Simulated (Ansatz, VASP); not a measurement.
Li: VASP beside Ansatz

```xyz
1
Lattice="-1.6737 1.6737 1.7946 1.6737 -1.6737 1.7946 1.6737 1.6737 -1.7946" Properties=species:S:1:pos:R:3 pbc="T T T"
Li    0.0000    0.0000    0.0000
```

Change from the starting cell: the structure that the rattled cell fell into.

Alike in both runs: task relaxation of cell and atoms; functional PBE; k mesh 24 × 24 × 24; occupations gaussian, width 0.1 eV; no spin polarisation.

|  | VASP | Ansatz |
| --- | --- | --- |
| version | VASP 6.6.1 | Ansatz 0.2.0 |
| potentials or method | VASP PAW PBE potentials, release 64 (Li_sv), cutoff 600 eV | scalar-relativistic, plane waves, PAW |
| valence electrons in the cell | 3 | 3 |

Ansatz gave:

- gap on the k mesh at the Fermi level, each at its own relaxed structure (eV): none
- relaxed volume (Å³/atom): 20.26
- relaxed length of the cell vector where the two differ most in proportion (Å): 2.978

Question: What did VASP give for the same quantities?

Answer: gap on the k mesh at the Fermi level, each at its own relaxed structure (eV): none; relaxed volume (Å³/atom): 20.11; relaxed length of the cell vector where the two differ most in proportion (Å): 2.970.

A gap of «none» marks a metal or a gap that the smearing closes.

Noted on VASP's run: the cutoff is under 1.25 times that of the potentials, so the pressure is a little rough; the relaxation stopped at its first step, so nothing moved.
